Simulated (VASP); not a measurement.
# AlGa3Sb4 (P-4m2) in VASP: single point with PBE

Aim: the single point of AlGa3Sb4 with PBE.

All numbers are computed with VASP 6.6.1; they aren't measurements. Logs are shortened: lines on timing, memory, paths and dates and some standing lists are left out, and cuts for length are marked.

### 1 The cell of the first run

Symmetry: P-4m2, No. 115, tetragonal system. The conventional cell has a = 4.398 Å, b = 4.398 Å, c = 12.421 Å, α = 90.00°, β = 90.00°, γ = 90.00°. Within 3.6 Å of Al (site symmetry -4m2) lie 4 Sb at 2.69 Å. Within 3.5 Å of Ga (site symmetry -4m2) lie 4 Sb at 2.69 Å. Ga (site symmetry 2mm) has 4 Sb at 2.69 Å within 3.5 Å. Sb (site symmetry 2mm) has 4 Ga at 2.69 Å within 3.5 Å. Within 3.6 Å of Sb (site symmetry 2mm) lie 2 Al at 2.69 Å and 2 Ga at 2.69 Å.

### 2 Single point, PBE

POSCAR

```
AlGa3Sb4
1.0
    4.3982797000      0.0000000000      0.0000000000
    0.0000000000      4.3982797000      0.0000000000
    0.0000000000      0.0000000000     12.4213562000
Al Ga Sb
1 3 4
Direct
    0.0000000000      0.0000000000      0.5000000000
    0.0000000000      0.0000000000      0.0000000000
    0.5000000000      0.5000000000      0.2495650000
    0.5000000000      0.5000000000      0.7504350000
    0.5000000000      0.0000000000      0.1248070000
    0.0000000000      0.5000000000      0.3747940000
    0.5000000000      0.0000000000      0.6252060000
    0.0000000000      0.5000000000      0.8751930000
```

INCAR.step1

```
SYSTEM = AlGa3Sb4
PREC     = Accurate       ! precision mode
ENCUT    = 400            ! plane-wave cutoff, eV
EDIFF    = 1E-6           ! SCF threshold, eV
ISMEAR   = 0              ! smearing method
SIGMA    = 0.1            ! smearing width, eV
LREAL    = .False.        ! projectors in reciprocal space
LASPH    = .True.         ! aspherical terms in the spheres
NELM     = 120            ! most SCF steps
ALGO     = Normal         ! electronic algorithm
ISIF     = 2              ! what is computed and relaxed
LWAVE    = .False.        ! write WAVECAR
LCHARG   = .True.         ! write CHGCAR
GGA      = PE             ! functional
NBANDS   = 41             ! bands
GGA_COMPAT= .False.      
NEDOS    = 2001           ! points of the DOS
LORBIT   = 11             ! projections on sites
```

KPOINTS.step1

```
Automatic mesh
0
Gamma
  8 8 4
  0 0 0
```

INCAR.step2

```
SYSTEM = AlGa3Sb4
PREC     = Accurate       ! precision mode
ENCUT    = 400            ! plane-wave cutoff, eV
EDIFF    = 1E-6           ! SCF threshold, eV
ISMEAR   = -5             ! smearing method
SIGMA    = 0.1            ! smearing width, eV
LREAL    = .False.        ! projectors in reciprocal space
LASPH    = .True.         ! aspherical terms in the spheres
NELM     = 120            ! most SCF steps
ALGO     = Normal         ! electronic algorithm
ISIF     = 2              ! what is computed and relaxed
LWAVE    = .False.        ! write WAVECAR
LCHARG   = .False.        ! write CHGCAR
GGA      = PE             ! functional
LORBIT   = 11             ! projections on sites
NEDOS    = 2001           ! points of the DOS
ICHARG   = 11             ! starting density
GGA_COMPAT= .False.
```

KPOINTS.step2

```
Automatic mesh
0
Gamma
  12 12 6
  0 0 0
```

Potentials or basis: VASP PAW PBE potentials, release 64 (Al, Ga_d, Sb).

The run is started by

```
$ cat potpaw_PBE.64/Al/POTCAR potpaw_PBE.64/Ga_d/POTCAR potpaw_PBE.64/Sb/POTCAR > POTCAR
$ cp INCAR.step1 INCAR
$ cp KPOINTS.step1 KPOINTS
$ mpirun -np 1 vasp_std > vasp.out
$ cp INCAR.step2 INCAR
$ cp KPOINTS.step2 KPOINTS
$ mpirun -np 1 vasp_std > vasp.out
```

OUTCAR:

```text
SYSTEM = AlGa3Sb4
   PREC = Accurate
   ENCUT = 400
   EDIFF = 1E-6
   ISMEAR = -5
   LREAL = .False.
   LASPH = .True.
   NELM = 120
   ISIF = 2
   GGA = PE
   LORBIT = 11
   ICHARG = 11

 ion  position               nearest neighbor table
   1  0.000  0.000  0.500-   6 2.69   7 2.69   6 2.69   7 2.69
   2  0.000  0.000  0.000-   5 2.69   8 2.69   8 2.69   5 2.69
   3  0.500  0.500  0.250-   5 2.69   5 2.69   6 2.69   6 2.69
   4  0.500  0.500  0.750-   8 2.69   8 2.69   7 2.69   7 2.69
   5  0.500  0.000  0.125-   3 2.69   3 2.69   2 2.69   2 2.69
   6  0.000  0.500  0.375-   1 2.69   1 2.69   3 2.69   3 2.69
   7  0.500  0.000  0.625-   1 2.69   1 2.69   4 2.69   4 2.69
   8  0.000  0.500  0.875-   4 2.69   4 2.69   2 2.69   2 2.69

  LATTYP: Found a simple tetragonal cell.
 ALAT       =     4.3982797000
 C/A-ratio  =     2.8241396744

  Lattice vectors:

 A1 = (   4.3982797000,   0.0000000000,   0.0000000000)
 A2 = (   0.0000000000,   4.3982797000,   0.0000000000)
 A3 = (   0.0000000000,   0.0000000000,  12.4213562000)

Analysis of symmetry for initial positions (statically):
=====================================================================
 Subroutine PRICEL returns:
 Original cell was already a primitive cell.

 Routine SETGRP: Setting up the symmetry group for a
 simple tetragonal supercell.

 Subroutine GETGRP returns: Found  8 space group operations
 (whereof  8 operations were pure point group operations)
 out of a pool of 16 trial point group operations.

The static configuration has the point symmetry D_2d.

Analysis of symmetry for dynamics (positions and initial velocities):
=====================================================================
 Subroutine PRICEL returns:
 Original cell was already a primitive cell.

 Routine SETGRP: Setting up the symmetry group for a
 simple tetragonal supercell.

 Subroutine GETGRP returns: Found  8 space group operations
 (whereof  8 operations were pure point group operations)
 out of a pool of 16 trial point group operations.

The dynamic configuration has the point symmetry D_2d.

 Subroutine INISYM returns: Found  8 space group operations
 (whereof  8 operations are pure point group operations),
 and found     1 'primitive' translations

----------------------------------------------------------------------------------------

                                     Primitive cell

  volume of cell :     240.2895

  direct lattice vectors                    reciprocal lattice vectors
     4.398279700  0.000000000  0.000000000     0.227361620  0.000000000  0.000000000
     0.000000000  4.398279700  0.000000000     0.000000000  0.227361620  0.000000000
     0.000000000  0.000000000 12.421356200     0.000000000  0.000000000  0.080506507

  length of vectors
     4.398279700  4.398279700 12.421356200     0.227361620  0.227361620  0.080506507

  position of ions in fractional coordinates (direct lattice)
     0.000000000  0.000000000  0.500000000
     0.000000000  0.000000000  0.000000000
     0.500000000  0.500000000  0.249565000
     0.500000000  0.500000000  0.750435000
     0.500000000  0.000000000  0.124807000
     0.000000000  0.500000000  0.374794000
     0.500000000  0.000000000  0.625206000
     0.000000000  0.500000000  0.875193000

  ion indices of the primitive-cell ions
   primitive index   ion index
                 1           1
                 2           2
                 3           3
                 4           4
                 5           5
                 6           6
                 7           7
                 8           8

----------------------------------------------------------------------------------------

 KPOINTS: Automatic mesh

Automatic generation of k-mesh.
 Grid dimensions read from file:
 generate k-points for:   12   12    6

 Generating k-lattice:

  Cartesian coordinates                     Fractional coordinates (reciprocal lattice)
     0.018946802  0.000000000  0.000000000     0.083333333  0.000000000  0.000000000
     0.000000000  0.018946802  0.000000000     0.000000000  0.083333333  0.000000000
     0.000000000  0.000000000  0.013417751     0.000000000  0.000000000  0.166666667

  Length of vectors
     0.018946802  0.018946802  0.013417751

  Shift w.r.t. Gamma in fractional coordinates (k-lattice)
     0.000000000  0.000000000  0.000000000

 TETIRR: Found   1296 inequivalent tetrahedra from     5184

 Subroutine IBZKPT returns following result:
 ===========================================

 Found    112 irreducible k-points:

 Following reciprocal coordinates:
            Coordinates               Weight
  0.000000  0.000000  0.000000      1.000000
  0.083333  0.000000  0.000000      4.000000
  0.166667  0.000000  0.000000      4.000000
  0.250000  0.000000  0.000000      4.000000
  0.333333  0.000000  0.000000      4.000000
  0.416667  0.000000  0.000000      4.000000
[... 16 lines left out ...]
  0.333333  0.333333  0.000000      4.000000
  0.416667  0.333333  0.000000      8.000000
 [... further k-points ...]
   k-points           NKPTS =    112   k-points in BZ     NKDIM =    112   number of bands    NBANDS=     37
   number of dos      NEDOS =   2001   number of ions     NIONS =      8
   total plane-waves  NPLWV =  75600
   dimension x,y,z NGX =    30 NGY =   30 NGZ =   84
   dimension x,y,z NGXF=    60 NGYF=   60 NGZF=  168
   ions per type =               1   3   4
   NGX,Y,Z   is equivalent  to a cutoff of  11.34, 11.34, 11.24 a.u.
   NGXF,Y,Z  is equivalent  to a cutoff of  22.68, 22.68, 22.48 a.u.
 SYSTEM =  AlGa3Sb4
   PREC   = accura    normal or accurate (medium, high low for compatibility)
   ISTART =      0    job   : 0-new  1-cont  2-samecut
   ICHARG =     11    charge: 1-file 2-atom 10-const
   ISPIN  =      1    spin polarized calculation?
   LNONCOLLINEAR =      F non collinear calculations
   LSORBIT =      F    spin-orbit coupling
   LASPH  =      T    aspherical Exc in radial PAW
   ENCUT  =  400.0 eV  29.40 Ry    5.42 a.u.   7.17  7.17 20.26*2*pi/ulx,y,z
   NELM   =    120;   NELMIN=  2; NELMDL=  0     # of ELM steps
   EDIFF  = 0.1E-05   stopping-criterion for ELM
   LREAL  =      F    real-space projection
   EDIFFG = 0.1E-04   stopping-criterion for IOM
   NSW    =      0    number of steps for IOM
   IBRION =     -1    ionic relax: 0-MD 1-quasi-New 2-CG
   NFREE  =      0    steps in history (QN), initial steepest desc. (CG)
   ISIF   =      2    stress and relaxation
   ISYM   =      2    0-nonsym 1-usesym 2-fastsym
   POTIM  = 0.5000    time-step for ionic-motion
   TEBEG  =    0.0;   TEEND  =   0.0 temperature during run
   PSTRESS=    0.0 pullay stress
   NELECT =      62.0000    total number of electrons
   NUPDOWN=      -1.0000    fix difference up-down
   EMIN   =  10.00;   EMAX   =-10.00  energy-range for DOS
   EFERMI =   0.00;   METHOD = LEGACY
   ISMEAR =    -5;   SIGMA  =   0.10  broadening in eV -4-tet -1-fermi 0-gaus
   EFERMI_NEDOS =   21; number of points for ismear=-14 and -15
   IALGO  =     38    algorithm
   IMIX   =      4    mixing-type and parameters
     AMIX     =   0.40;   BMIX     =  1.00
     AMIX_MAG =   1.60;   BMIX_MAG =  1.00
  volume/ion in A,a.u.               =      30.04       202.69
  Fermi-wavevector in a.u.,A,eV,Ry     =   1.042223  1.969515 14.779029  1.086228
  Thomas-Fermi vector in A             =   2.176878
   LORBIT       =     11    0 simple, 1 ext, 2 COOP (PROOUT), +10 PAW based schemes
   GGA     = PE    functional components
   LHFCALC =     F    Hartree Fock is set to
   AEXX    =    0.0000 exact exchange contribution
   IVDW    =     0    specifies the selected vdW correction
   LEPSILON=     F    determine dielectric tensor
   LRPA    =     F    only Hartree local field effects (RPA)
 non-spin polarized calculation
 Fermi weights with tetrahedron method with Bloechl corrections
  energy-cutoff  :      400.00
  volume of cell :      240.29
 maximum number of plane-waves:      4392
 NGX is ok and might be reduce to    30

 number of electron      62.0000011 magnetization

 Free energy of the ion-electron system (eV)
  ---------------------------------------------------
  ext. energy  EPLUGINS =         0.00000000
  ---------------------------------------------------
  free energy    TOTEN  =       -30.31420646 eV

  energy without entropy =      -30.31420646  energy(sigma->0) =      -30.31420646

 E-fermi :   4.4121     XC(G=0):  -8.7849

 val. band max:        4.4017942915   @ k =   0.0000   0.0000   0.0000
 cond. band min:       4.4568429025   @ k =   0.0000   0.0000   0.0000
 fundamental gap:      0.0550486109
 Fermi energy:         4.4121487880

 k-point     1 :       0.0000    0.0000    0.0000
  band No.  band energies     occupation
      1     -10.5032      2.00000
      2     -10.4950      2.00000
      3     -10.4741      2.00000
      4     -10.4695      2.00000
      5     -10.4695      2.00000
      6     -10.4661      2.00000
[... 29 lines left out ...]
     36       5.9772      0.00000
     37       7.1399      0.00000

 k-point     2 :       0.0833    0.0000    0.0000
  band No.  band energies     occupation
      1     -10.5025      2.00000
      2     -10.4945      2.00000
      3     -10.4743      2.00000
      4     -10.4704      2.00000
      5     -10.4693      2.00000
      6     -10.4661      2.00000
[... 29 lines left out ...]
     36       6.2292      0.00000
     37       7.2261      0.00000

 k-point     3 :       0.1667    0.0000    0.0000
  band No.  band energies     occupation
      1     -10.5010      2.00000
      2     -10.4934      2.00000
      3     -10.4753      2.00000
      4     -10.4725      2.00000
      5     -10.4686      2.00000
      6     -10.4660      2.00000
[... 29 lines left out ...]
     36       7.0171      0.00000
     37       7.4470      0.00000
[... 761 lines left out ...]
 k-point    23 :       0.3333    0.3333    0.0000
  band No.  band energies     occupation
      1     -10.5010      2.00000
      2     -10.4989      2.00000
      3     -10.4837      2.00000
      4     -10.4825      2.00000
      5     -10.4610      2.00000
      6     -10.4604      2.00000
[... 29 lines left out ...]
     36       7.1303      0.00000
     37       7.2295      0.00000

 k-point    24 :       0.4167    0.3333    0.0000
  band No.  band energies     occupation
      1     -10.5023      2.00000
      2     -10.5012      2.00000
      3     -10.4851      2.00000
      4     -10.4828      2.00000
      5     -10.4593      2.00000
      6     -10.4588      2.00000
[... 29 lines left out ...]
     36       6.9559      0.00000
     37       7.1899      0.00000

 [... further k-points ...]
[... 5 lines left out ...]
  --------------------------------------------------------------------------------------
  -------------------------------------------------------------------------------------
  Total       -0.1760800     -0.1760800     -0.1298020      0.0000000      0.0000000      0.0000000
  in kB       -1.1740479     -1.1740479     -0.8654808      0.0000000      0.0000000      0.0000000
  external PRESSURE =      -1.0711922 kB  Pullay stress =       0.0000000 kB

 VOLUME and BASIS-vectors are now :
 -----------------------------------------------------------------------------
  energy-cutoff  :      400.00
  volume of cell :      240.29
      direct lattice vectors                 reciprocal lattice vectors
     4.398279700  0.000000000  0.000000000     0.227361620  0.000000000  0.000000000
     0.000000000  4.398279700  0.000000000     0.000000000  0.227361620  0.000000000
     0.000000000  0.000000000 12.421356200     0.000000000  0.000000000  0.080506507

 POSITION                                       TOTAL-FORCE (eV/Angst)
 -----------------------------------------------------------------------------------
      0.00000      0.00000      6.21068        -0.000000     -0.000000      0.000000
      0.00000      0.00000      0.00000         0.000000     -0.000000      0.000000
      2.19914      2.19914      3.09994        -0.000000     -0.000000     -0.002273
      2.19914      2.19914      9.32142        -0.000000     -0.000000      0.002273
      2.19914      0.00000      1.55027        -0.000000     -0.000000      0.000100
      0.00000      2.19914      4.65545        -0.000000     -0.000000     -0.009537
      2.19914      0.00000      7.76591        -0.000000     -0.000000      0.009537
      0.00000      2.19914     10.87108        -0.000000      0.000000     -0.000100
 -----------------------------------------------------------------------------------
    total drift:                               -0.000000      0.000000      0.000000

  FREE ENERGIE OF THE ION-ELECTRON SYSTEM (eV)
  ---------------------------------------------------
  free  energy   TOTEN  =       -30.3142064552 eV

  energy  without entropy=      -30.3142064552  energy(sigma->0) =      -30.31420646

 total charge

# of ion       s       p       d       tot
------------------------------------------
    1        0.421   0.346   0.000   0.766
    2        0.911   0.723   9.957  11.592
    3        0.910   0.719   9.958  11.587
    4        0.910   0.719   9.958  11.587
    5        1.134   1.312   0.025   2.470
    6        1.124   1.350   0.023   2.498
    7        1.124   1.350   0.023   2.498
    8        1.134   1.312   0.025   2.470
--------------------------------------------------
tot          7.668   7.830  29.970  45.468
```

It took 19 min on 1 thread of Intel Xeon 8259CL, shared host; peak memory 0.67 GiB.

Results:

- Valence electrons inside the program's atomic spheres: Al 0.77; Ga 11.59; Sb 2.47, 2.50 (each value once)

Caveat: spin-orbit coupling is left out, which moves the levels of the heavy elements.
